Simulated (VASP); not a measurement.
Wanted: the native input for a VASP 6.6.1 run.

| Property | Result |
| --- | --- |
| Task | single point |
| Functional | PBEsol |
| Potentials or basis | VASP PAW PBE potentials, release 64 (Pd) |
| Cutoff | 520 eV |
| k mesh | 12 × 12 × 12 |
| Occupations | fermi-dirac, width 0.05 eV |
| Spin | no spin polarisation |
| Dipole correction | no |
| Further INCAR settings | ALGO = Normal; EDIFF = 1e-06; NBANDS = 11 |

The structure of Pd lies in POSCAR:

```
Pd
1.0
   -1.5296474862      1.5296474862      1.5296474862
    1.5296474862     -1.5296474862      1.5296474862
    1.5296474862      1.5296474862     -1.5296474862
Pd
1
Direct
    0.0000000000      0.0000000000      0.0000000000
```

One way to write it, as run:

INCAR

```
SYSTEM = Pd
ALGO     = Normal         ! electronic algorithm
EDIFF    = 1E-6           ! SCF threshold, eV
ENCUT    = 520            ! plane-wave cutoff, eV
GGA      = PS             ! functional
ISIF     = 2              ! what is computed and relaxed
ISMEAR   = -1             ! smearing method
LASPH    = .True.         ! aspherical terms in the spheres
LCHARG   = .False.        ! write CHGCAR
LREAL    = .False.        ! projectors in reciprocal space
LWAVE    = .False.        ! write WAVECAR
NBANDS   = 11             ! bands
NELM     = 60             ! most SCF steps
PREC     = Accurate       ! precision mode
SIGMA    = 0.05           ! smearing width, eV
```

KPOINTS

```
k-points
0
Gamma
  12 12 12
  0 0 0
```

Potentials or basis: VASP PAW PBE potentials, release 64 (Pd).

Run with:

```bash
$ cat potpaw_PBE.64/Pd/POTCAR > POTCAR
$ mpirun -np 1 vasp_std > vasp.out
```

It gave:

The pressure is 4.6 GPa and the band gap on the k mesh is zero (band 5 reaches 10.78 eV, above the bottom of band 6 at 9.00 eV).

Caveat: the PAW data sets were made with another functional, which shifts forces and pressure a little.

Run time: 19 s on 1 thread of AMD EPYC 7R13, on a shared host, peak memory 0.1 GiB.
